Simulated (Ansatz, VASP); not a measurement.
## Bi in VASP and in Ansatz

```
CELL_PARAMETERS angstrom
0.00000 2.54898 2.54898
2.54898 0.00000 2.54898
2.54898 2.54898 0.00000
ATOMIC_POSITIONS crystal
Bi 0.00000 0.00000 0.00000
```

Alike in both runs: task single point; functional PBE; k mesh 12 × 12 × 12; occupations fermi-dirac, width 0.1 eV; no spin polarisation.

```csv
,VASP,Ansatz
version,VASP 6.6.1,Ansatz 0.2.0
potentials or method,"VASP PAW PBE potentials, release 64 (Bi_d), cutoff 520 eV","plane waves (420 eV) with PAW, scalar-relativistic"
valence electrons in the cell,15,15
```

|  | VASP | Ansatz | Ansatz less VASP |
| --- | --- | --- | --- |
| pressure (GPa) | -2.1 | -2.0 | +0.05 |

With one functional, cell and mesh, what is left measures potentials, basis and numerics.

Spin-orbit coupling is off throughout.
